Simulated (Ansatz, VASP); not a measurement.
# Cr in VASP and in Ansatz

File INCAR:

```
ALGO = Normal
EDIFF = 1E-6
ENCUT = 500
GGA = PE
GGA_COMPAT = F
ISIF = 2
ISMEAR = -1
LASPH = T
LCHARG = F
LREAL = F
LWAVE = F
NBANDS = 19
NELM = 120
PREC = Accurate
SIGMA = 0.1
```

The input KPOINTS:

```
k-points
0
Gamma
  8 8 4
```

POSCAR

```
Cr
1.0
   -1.4250000000      1.4250000000      1.4250000000
    1.4250000000     -1.4250000000      1.4250000000
    2.8500000000      2.8500000000     -2.8500000000
Cr
2
Direct
   -0.0245614035     -0.0245614035     -0.2500000000
    0.0245614035      0.0245614035      0.2500000000
```

Input for Ansatz:

```yaml
crystal:
  atoms:
  - position: [-0.02456140350877193, -0.02456140350877193, -0.25]
    symbol: Cr
  - position: [0.024561403508771944, 0.024561403508771944, 0.25]
    symbol: Cr
  lattice:
  - [-1.425, 1.425, 1.425]
  - [1.425, -1.425, 1.425]
  - [2.85, 2.85, -2.85]
hamiltonian:
  dispersion: none
  pseudopotentials:
    kind: all_electron
    lapw: {}
    relativity: scalar
  xc: pbe
kpoints:
  mp_grid:
    grid: [8, 8, 4]
    shift: [0, 0, 0]
magnetization: {spin_polarized: false}
output: {forces: true, stress: true}
scf:
  occupations: {method: fermi_dirac, width: 0.1}
```

Alike in both runs: task single point; functional PBE; k mesh 8 × 8 × 4; occupations fermi-dirac, width 0.1 eV; no spin polarisation.

|  | VASP | Ansatz |
| --- | --- | --- |
| version | VASP 6.6.1 | Ansatz 0.2 development build |
| potentials or method | VASP PAW PBE potentials, release 64 (Cr_pv), cutoff 500 eV | all-electron full-potential LAPW, scalar-relativistic |

Ansatz gave:

* pressure (GPa): 0.6
* traceless stress, the component that is largest in VASP (GPa): 0.26
* rms of the force components (eV/Å): 0.270

Problem. What did VASP give for the same quantities?

Solution. Pressure (GPa): 0.1; traceless stress, the component that is largest in VASP (GPa): 0.24; rms of the force components (eV/Å): 0.263.

Atom by atom the forces differ by 0.006 eV/Å (rms over components). Ansatz ran all-electron here, and VASP with PAW potentials.

The k mesh is coarse, so the values compare programs but aren't converged.
